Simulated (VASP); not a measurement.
Write the native input for VASP 6.6.1 that does the following.

```yaml
Task: electric field gradients
Functional: LDA
Potentials_or_basis: VASP PAW LDA potentials, release 64 (K_sv, Ta_pv, O)
Cutoff: 520 eV
k_mesh: 5 × 5 × 5
Occupations: fermi-dirac, width 0.01 eV
Spin: no spin polarisation
Dipole_correction: no
Further_INCAR_settings: ALGO = Normal; EDIFF = 1e-08; NBANDS = 27
```

The structure of KTaO3 lies in POSCAR:

```
KTaO3
1.0
    3.9615320794      0.0000000000      0.0000000000
    0.0000000000      3.9615320794      0.0000000000
    0.0000000000      0.0000000000      3.9615320794
K Ta O
1 1 3
Direct
    0.5000000000      0.5000000000      0.5000000000
    0.0000000000      0.0000000000      0.0000000000
    0.5000000000      0.0000000000      0.0000000000
    0.0000000000      0.5000000000      0.0000000000
    0.0000000000      0.0000000000      0.5000000000
```

This cell differs from its parent crystal: volume scaled by 0.98.

The input as run:

INCAR

```
PREC     = Accurate       # precision mode
ENCUT    = 520            # plane-wave cutoff, eV
EDIFF    = 1E-8           # SCF threshold, eV
ISMEAR   = -1             # smearing method
SIGMA    = 0.01           # smearing width, eV
LREAL    = False          # projectors in reciprocal space
LASPH    = True           # aspherical terms in the spheres
NELM     = 120            # most SCF steps
ALGO     = Normal         # electronic algorithm
ISIF     = 2              # what is computed and relaxed
LWAVE    = False          # write WAVECAR
LCHARG   = False          # write CHGCAR
LEFG     = True         
NBANDS   = 27             # bands
GGA_COMPAT= False
```

KPOINTS

```
regular mesh
0
Gamma
  5 5 5
```

Potentials or basis: VASP PAW LDA potentials, release 64 (K_sv, Ta_pv, O).

Command:

```console
$ cat potpaw_LDA.64/K_sv/POTCAR potpaw_LDA.64/Ta_pv/POTCAR potpaw_LDA.64/O/POTCAR > POTCAR
$ mpirun -np 1 vasp_std > vasp.out
```

Results of the run:

```json
{
  "Pressure": "-0.2 GPa",
  "Band gap on the k mesh": "2.17 eV, indirect (least direct gap 2.67 eV)"
}
```

Caveat: without QUAD_EFG the Cq values of the log hold for a quadrupole moment of 1 mb, not for the nuclei; spin-orbit coupling is left out, which moves the levels of the heavy elements.

Wall time 17 s on 1 thread of Intel(R) Xeon(R) Platinum 8488C (Sapphire Rapids), on a shared host, peak memory 0.15 GiB.
